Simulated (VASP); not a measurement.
# Ge (Fd-3m) in VASP: further runs

Aim: see how the results for Ge move with the level of theory and the settings. Levels: PBEsol, RPBE. Tasks: single point.

Program: VASP 6.6.1. These are calculated values, not measurements. Logs are shortened: lines on timing, memory, paths and dates and some standing lists are left out, and cuts for length are marked.

### 1 The cell of the first run

It takes space group Fd-3m (No. 227, cubic). Conventional cell: a = 5.658 Å, b = 5.658 Å, c = 5.658 Å, α = 90.00°, β = 90.00°, γ = 90.00°. Within 3.2 Å of Ge (site symmetry -43m) lie 4 Ge at 2.45 Å.

### 2 Single point, PBEsol

INCAR reads:

```
SYSTEM = Ge
ALGO = Normal
EDIFF = 1E-7
ENCUT = 520
GGA = PS
ISIF = 2
ISMEAR = -1
LASPH = .TRUE.
LCHARG = .FALSE.
LREAL = .FALSE.
LWAVE = .FALSE.
NBANDS = 21
NELM = 100
PREC = Accurate
SIGMA = 0.05
```

KPOINTS reads:

```
k-points
0
G
  5 5 5
  0 0 0
```

POSCAR reads:

```
Ge
1.0
    0.0000000000      2.8289100000      2.8289100000
    2.8289100000      0.0000000000      2.8289100000
    2.8289100000      2.8289100000      0.0000000000
Ge
2
Direct
    0.7500000000      0.7500000000      0.7500000000
    0.5000000000      0.5000000000      0.5000000000
```

Potentials or basis: VASP PAW PBE potentials, release 64 (Ge_d).

On the command line:

```bash
$ cat potpaw_PBE.64/Ge_d/POTCAR > POTCAR
$ mpirun -np 1 vasp_std > vasp.out
```

OUTCAR:

```text
SYSTEM = Ge
   EDIFF = 1E-7
   ENCUT = 520
   GGA = PS
   ISIF = 2
   ISMEAR = -1
   LASPH = .TRUE.
   LREAL = .FALSE.
   NELM = 100
   PREC = Accurate

 ion  position               nearest neighbor table
   1  0.750  0.750  0.750-   2 2.45   2 2.45   2 2.45   2 2.45
   2  0.500  0.500  0.500-   1 2.45   1 2.45   1 2.45   1 2.45

  LATTYP: Found a face centered cubic cell.
 ALAT       =     5.6578200000

  Lattice vectors:

 A1 = (   0.0000000000,   2.8289100000,   2.8289100000)
 A2 = (   2.8289100000,   0.0000000000,   2.8289100000)
 A3 = (   2.8289100000,   2.8289100000,   0.0000000000)

Analysis of symmetry for initial positions (statically):
=====================================================================
 Subroutine PRICEL returns:
 Original cell was already a primitive cell.

 Routine SETGRP: Setting up the symmetry group for a
 face centered cubic supercell.

 Subroutine GETGRP returns: Found 48 space group operations
 (whereof 24 operations were pure point group operations)
 out of a pool of 48 trial point group operations.

The static configuration has the point symmetry T_d .
 The point group associated with its full space group is O_h .

Analysis of symmetry for dynamics (positions and initial velocities):
=====================================================================
 Subroutine PRICEL returns:
 Original cell was already a primitive cell.

 Routine SETGRP: Setting up the symmetry group for a
 face centered cubic supercell.

 Subroutine GETGRP returns: Found 48 space group operations
 (whereof 24 operations were pure point group operations)
 out of a pool of 48 trial point group operations.

The dynamic configuration has the point symmetry T_d .
 The point group associated with its full space group is O_h .

 Subroutine INISYM returns: Found 48 space group operations
 (whereof 24 operations are pure point group operations),
 and found     1 'primitive' translations

----------------------------------------------------------------------------------------

                                     Primitive cell

  volume of cell :      45.2780

  direct lattice vectors                    reciprocal lattice vectors
     0.000000000  2.828910000  2.828910000    -0.176746521  0.176746521  0.176746521
     2.828910000  0.000000000  2.828910000     0.176746521 -0.176746521  0.176746521
     2.828910000  2.828910000  0.000000000     0.176746521  0.176746521 -0.176746521

  length of vectors
     4.000682889  4.000682889  4.000682889     0.306133954  0.306133954  0.306133954

  position of ions in fractional coordinates (direct lattice)
     0.750000000  0.750000000  0.750000000
     0.500000000  0.500000000  0.500000000

  ion indices of the primitive-cell ions
   primitive index   ion index
                 1           1
                 2           2

----------------------------------------------------------------------------------------

 KPOINTS: k-points

Automatic generation of k-mesh.
 Grid dimensions read from file:
 generate k-points for:    5    5    5

 Generating k-lattice:

  Cartesian coordinates                     Fractional coordinates (reciprocal lattice)
    -0.035349304  0.035349304  0.035349304     0.200000000  0.000000000  0.000000000
     0.035349304 -0.035349304  0.035349304     0.000000000  0.200000000  0.000000000
     0.035349304  0.035349304 -0.035349304     0.000000000  0.000000000  0.200000000

  Length of vectors
     0.061226791  0.061226791  0.061226791

  Shift w.r.t. Gamma in fractional coordinates (k-lattice)
     0.000000000  0.000000000  0.000000000

 Subroutine IBZKPT returns following result:
 ===========================================

 Found     10 irreducible k-points:

 Following reciprocal coordinates:
            Coordinates               Weight
  0.000000  0.000000  0.000000      1.000000
  0.200000  0.000000  0.000000      8.000000
  0.400000  0.000000  0.000000      8.000000
  0.200000  0.200000  0.000000      6.000000
  0.400000  0.200000  0.000000     24.000000
 -0.400000  0.200000  0.000000     24.000000
 -0.200000  0.200000  0.000000     12.000000
  0.400000  0.400000  0.000000      6.000000
 -0.400000  0.400000  0.000000     12.000000
 -0.400000  0.400000  0.200000     24.000000
   k-points           NKPTS =     10   k-points in BZ     NKDIM =     10   number of bands    NBANDS=     21
   number of dos      NEDOS =    301   number of ions     NIONS =      2
   total plane-waves  NPLWV =  27000
   dimension x,y,z NGX =    30 NGY =   30 NGZ =   30
   dimension x,y,z NGXF=    60 NGYF=   60 NGZF=   60
   ions per type =               2
   NGX,Y,Z   is equivalent  to a cutoff of  12.47, 12.47, 12.47 a.u.
   NGXF,Y,Z  is equivalent  to a cutoff of  24.93, 24.93, 24.93 a.u.
 SYSTEM =  Ge
   PREC   = accura    normal or accurate (medium, high low for compatibility)
   ISTART =      0    job   : 0-new  1-cont  2-samecut
   ICHARG =      2    charge: 1-file 2-atom 10-const
   ISPIN  =      1    spin polarized calculation?
   LNONCOLLINEAR =      F non collinear calculations
   LSORBIT =      F    spin-orbit coupling
   LASPH  =      T    aspherical Exc in radial PAW
   ENCUT  =  520.0 eV  38.22 Ry    6.18 a.u.   7.44  7.44  7.44*2*pi/ulx,y,z
   NELM   =    100;   NELMIN=  2; NELMDL= -5     # of ELM steps
   EDIFF  = 0.1E-06   stopping-criterion for ELM
   LREAL  =      F    real-space projection
   EDIFFG = 0.1E-05   stopping-criterion for IOM
   NSW    =      0    number of steps for IOM
   IBRION =     -1    ionic relax: 0-MD 1-quasi-New 2-CG
   NFREE  =      0    steps in history (QN), initial steepest desc. (CG)
   ISIF   =      2    stress and relaxation
   ISYM   =      2    0-nonsym 1-usesym 2-fastsym
   POTIM  = 0.5000    time-step for ionic-motion
   TEBEG  =    0.0;   TEEND  =   0.0 temperature during run
   PSTRESS=    0.0 pullay stress
   NELECT =      28.0000    total number of electrons
   NUPDOWN=      -1.0000    fix difference up-down
   EMIN   =  10.00;   EMAX   =-10.00  energy-range for DOS
   EFERMI =   0.00;   METHOD = LEGACY
   ISMEAR =    -1;   SIGMA  =   0.05  broadening in eV -4-tet -1-fermi 0-gaus
   EFERMI_NEDOS =   21; number of points for ismear=-14 and -15
   IALGO  =     38    algorithm
   IMIX   =      4    mixing-type and parameters
     AMIX     =   0.40;   BMIX     =  1.00
     AMIX_MAG =   1.60;   BMIX_MAG =  1.00
  volume/ion in A,a.u.               =      22.64       152.78
  Fermi-wavevector in a.u.,A,eV,Ry     =   1.394756  2.635708 26.468033  1.945346
  Thomas-Fermi vector in A             =   2.518275
   LORBIT       =      0    0 simple, 1 ext, 2 COOP (PROOUT), +10 PAW based schemes
   GGA     = PS    functional components
   LHFCALC =     F    Hartree Fock is set to
   AEXX    =    0.0000 exact exchange contribution
   IVDW    =     0    specifies the selected vdW correction
   LEPSILON=     F    determine dielectric tensor
   LRPA    =     F    only Hartree local field effects (RPA)
 non-spin polarized calculation
  energy-cutoff  :      520.00
  volume of cell :       45.28
 maximum number of plane-waves:      1243
 NGX is ok and might be reduce to    30
   NGX = 15   NGY = 15   NGZ = 15

 number of electron      28.0000022 magnetization

 Free energy of the ion-electron system (eV)
  ---------------------------------------------------
  ext. energy  EPLUGINS =         0.00000000
  ---------------------------------------------------
  free energy    TOTEN  =        -9.76871966 eV

  energy without entropy =       -9.76573634  energy(sigma->0) =       -9.76722800

 E-fermi :   4.9188     XC(G=0): -10.1158

 val. band max:        4.8824258296   @ k =   0.0000   0.0000   0.0000
 cond. band min:       5.0847602629   @ k =   0.4000   0.0000   0.0000
 fundamental gap:      0.2023344333
 Fermi energy:         4.9188256652

 k-point     1 :       0.0000    0.0000    0.0000
  band No.  band energies     occupation
      1     -19.8733      2.00000
      2     -19.8733      2.00000
      3     -19.8733      2.00000
      4     -19.8371      2.00000
      5     -19.8371      2.00000
      6     -19.6248      2.00000
[... 13 lines left out ...]
     20      14.3511      0.00000
     21      14.3511      0.00000

 k-point     2 :       0.2000    0.0000    0.0000
  band No.  band energies     occupation
      1     -19.8881      2.00000
      2     -19.8881      2.00000
      3     -19.8674      2.00000
      4     -19.8148      2.00000
      5     -19.8148      2.00000
      6     -19.6457      2.00000
[... 13 lines left out ...]
     20      13.0878      0.00000
     21      13.0878      0.00000

 k-point     3 :       0.4000    0.0000    0.0000
  band No.  band energies     occupation
      1     -19.8972      2.00000
      2     -19.8972      2.00000
      3     -19.8574      2.00000
      4     -19.7967      2.00000
      5     -19.7967      2.00000
      6     -19.6585      2.00000
[... 13 lines left out ...]
     20      14.7061      0.00000
     21      14.7061      0.00000

 k-point     4 :       0.2000    0.2000    0.0000
  band No.  band energies     occupation
      1     -19.8863      2.00000
      2     -19.8863      2.00000
      3     -19.8824      2.00000
      4     -19.8146      2.00000
      5     -19.7871      2.00000
      6     -19.6902      2.00000
[... 13 lines left out ...]
     20      13.7987      0.00000
     21      15.0312      0.00000

 k-point     5 :       0.4000    0.2000    0.0000
  band No.  band energies     occupation
      1     -19.9102      2.00000
      2     -19.8980      2.00000
      3     -19.8533      2.00000
      4     -19.7883      2.00000
      5     -19.7601      2.00000
      6     -19.7163      2.00000
[... 13 lines left out ...]
     20      14.9815      0.00000
     21      16.0429      0.00000

 k-point     6 :      -0.4000    0.2000    0.0000
  band No.  band energies     occupation
      1     -19.9184      2.00000
      2     -19.9055      2.00000
      3     -19.8284      2.00000
      4     -19.7763      2.00000
      5     -19.7677      2.00000
      6     -19.6925      2.00000
[... 13 lines left out ...]
     20      14.2036      0.00000
     21      15.5776      0.00000

 k-point     7 :      -0.2000    0.2000    0.0000
  band No.  band energies     occupation
      1     -19.9032      2.00000
      2     -19.9026      2.00000
      3     -19.8461      2.00000
      4     -19.8044      2.00000
      5     -19.7809      2.00000
      6     -19.6795      2.00000
[... 13 lines left out ...]
     20      14.6168      0.00000
     21      15.2147      0.00000

 k-point     8 :       0.4000    0.4000    0.0000
  band No.  band energies     occupation
      1     -19.9045      2.00000
      2     -19.9045      2.00000
      3     -19.8535      2.00000
      4     -19.7809      2.00000
      5     -19.7566      2.00000
      6     -19.7041      2.00000
[... 13 lines left out ...]
     20      17.0808      0.00000
     21      17.2851      0.00000

 k-point     9 :      -0.4000    0.4000    0.0000
  band No.  band energies     occupation
      1     -19.9218      2.00000
      2     -19.9082      2.00000
      3     -19.8198      2.00000
      4     -19.7779      2.00000
      5     -19.7291      2.00000
      6     -19.7170      2.00000
[... 13 lines left out ...]
     20      15.2502      0.00000
     21      18.0280      0.00000

 k-point    10 :      -0.4000    0.4000    0.2000
  band No.  band energies     occupation
      1     -19.9202      2.00000
      2     -19.9151      2.00000
      3     -19.8125      2.00000
      4     -19.7598      2.00000
      5     -19.7483      2.00000
      6     -19.7254      2.00000
[... 13 lines left out ...]
     20      15.3022      0.00000
     21      18.0070      0.00000

------------------------ aborting loop because EDIFF is reached ----------------------------------------

  FORCE on cell =-STRESS in cart. coord.  units (eV):
  Direction    XX          YY          ZZ          XY          YZ          ZX
  --------------------------------------------------------------------------------------
  -------------------------------------------------------------------------------------
  Total        0.2165582      0.2165582      0.2165582     -0.0000000      0.0000000      0.0000000
  in kB        7.6629812      7.6629812      7.6629812     -0.0000000      0.0000000      0.0000000
  external PRESSURE =       7.6629812 kB  Pullay stress =       0.0000000 kB

 VOLUME and BASIS-vectors are now :
 -----------------------------------------------------------------------------
  energy-cutoff  :      520.00
  volume of cell :       45.28
      direct lattice vectors                 reciprocal lattice vectors
     0.000000000  2.828910000  2.828910000    -0.176746521  0.176746521  0.176746521
     2.828910000  0.000000000  2.828910000     0.176746521 -0.176746521  0.176746521
     2.828910000  2.828910000  0.000000000     0.176746521  0.176746521 -0.176746521

 POSITION                                       TOTAL-FORCE (eV/Angst)
 -----------------------------------------------------------------------------------
      4.24336      4.24336      4.24336         0.000000     -0.000000      0.000000
      2.82891      2.82891      2.82891        -0.000000      0.000000     -0.000000
 -----------------------------------------------------------------------------------
    total drift:                                0.000000     -0.000000     -0.000000

  FREE ENERGIE OF THE ION-ELECTRON SYSTEM (eV)
  ---------------------------------------------------
  free  energy   TOTEN  =        -9.7687196610 eV

  energy  without entropy=       -9.7657363432  energy(sigma->0) =       -9.76722800
```

It took 12 s on 1 thread of Intel Xeon Platinum 8488C (Sapphire Rapids), shared host; peak memory 0.15 GiB.

What came out:

| Item | Value |
| --- | --- |
| Free energy | -9.7687 eV |
| Pressure | 0.8 GPa |
| Band gap on the k mesh | zero (filled and empty bands touch) |

Caveat: the k points lie up to 0.38 Å⁻¹ apart; the PAW data sets were made with another functional, which shifts forces and pressure a little.

### 3 Single point, RPBE

INCAR reads:

```
PREC = Accurate
ENCUT = 520
EDIFF = 1E-7
ISMEAR = -1
SIGMA = 0.05
LREAL = F
LASPH = T
NELM = 100
ALGO = Normal
ISIF = 2
LWAVE = F
LCHARG = F
GGA = RP
NBANDS = 21
```

KPOINTS reads:

```
Automatic mesh
0
Gamma
  5 5 5
```

POSCAR is that of step 2.

Potentials or basis: VASP PAW PBE potentials, release 64 (Ge_d).

On the command line:

```bash
$ cat potpaw_PBE.64/Ge_d/POTCAR > POTCAR
$ mpirun -np 1 vasp_std > vasp.out
```

It took 8.9 s on 1 thread of Intel Xeon Platinum 8488C (Sapphire Rapids), shared host; peak memory 0.16 GiB.

The run converged. Its results:

```yaml
Free_energy: -8.2106 eV
Pressure: 5.3 GPa
Band_gap_on_the_k_mesh: 0.15 eV, direct
```

Levels at points of the mesh, in eV from the valence-band top:
| k point | band 10 | band 11 | band 12 | band 13 | band 14 | band 15 | band 16 | band 17 | band 18 | band 19 |
| --- | --- | --- | --- | --- | --- | --- | --- | --- | --- | --- |
| (0.00, 0.00, 0.00) | -24.58 | -12.74 | 0.00 | 0.00 | 0.00 | 0.15 | 2.56 | 2.56 | 2.56 | 6.65 |

Caveat: the PAW data sets were made with another functional, which shifts forces and pressure a little.
